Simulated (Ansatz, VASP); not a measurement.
**Si4Se: VASP beside Ansatz**

INCAR

```
  PREC = Accurate
  ENCUT = 600
  EDIFF = 1E-6
  ISMEAR = 0
  SIGMA = 0.1
  LREAL = False
  LASPH = True
  NELM = 80
  ALGO = Normal
  ISIF = 3
  LWAVE = False
  LCHARG = False
  GGA = PE
  IBRION = 2
  NSW = 100
  EDIFFG = -0.01
```

Contents of KPOINTS:

```
regular mesh
0
Gamma
  12 12 6
```

The input POSCAR:

```
Si4Se
1.0
    3.6113365157      0.0000000000      0.0000000000
   -1.8056682578      3.1275091642      0.0000000000
    0.0000000000      0.0000000000      7.7393779052
Si Se
4 1
Direct
    0.3333333333      0.6666666667      0.7725019067
    0.3333333333      0.6666666667      0.3999894251
    0.6666666667      0.3333333333      0.2274980933
    0.6666666667      0.3333333333      0.6000105749
    0.0000000000      0.0000000000      0.0000000000
```

Input for Ansatz:

```yaml
crystal:
  lattice:
    - [3.6113365157, 0.0, 0.0]
    - [-1.8056682578, 3.1275091642, 0.0]
    - [0.0, 0.0, 7.7393779052]
  atoms:
    - { symbol: Si, position: [0.3333333333, 0.6666666667, 0.7725019067] }
    - { symbol: Si, position: [0.3333333333, 0.6666666667, 0.3999894251] }
    - { symbol: Si, position: [0.6666666667, 0.3333333333, 0.2274980933] }
    - { symbol: Si, position: [0.6666666667, 0.3333333333, 0.6000105749] }
    - { symbol: Se, position: [0.0, 0.0, 0.0] }
basis:
  ecutwfc: 420
kpoints:
  mp_grid: { grid: [12, 12, 6] }
hamiltonian:
  xc: pbe
scf:
  occupations: { method: gaussian, width: 0.1 }
output:
  forces: true
  stress: true
  eigenvalues: true
  write_density: true
  write_potential: true
  elf: true
  volumetric_format: npy
relax:
  adjacent_minimum: "off"
  f_tol: 0.01
  max_steps: 80
  cell: { stress_tol: 0.05 }
```

Change from the starting cell: species swapped into the Co4H type (P-3m1, No. 164).

Alike in both runs: task relaxation of cell and atoms; functional PBE; k mesh 12 × 12 × 6; occupations gaussian, width 0.1 eV; no spin polarisation.

```csv
,VASP,Ansatz
version,VASP 6.6.1,Ansatz 0.2.0
potentials or method,"VASP PAW PBE potentials, release 64 (Si, Se), cutoff 600 eV","scalar-relativistic, plane waves, PAW"
valence electrons in the cell,22,32
```

|  | VASP | Ansatz | Ansatz less VASP |
| --- | --- | --- | --- |
| gap on the k mesh at the Fermi level, each at its own relaxed structure (eV) | none | none | - |
| relaxed volume (Å³/atom) | 17.49 | 17.50 | +0.005 |
| relaxed cell length with the largest relative difference (Å) | 7.789 | 7.790 | +0.0014 |

A gap of «none» marks a metal or a gap that the smearing closes. VASP's potentials hold 22 valence electrons a cell and Ansatz's 32, so a difference there can come from the potentials and not from the codes.
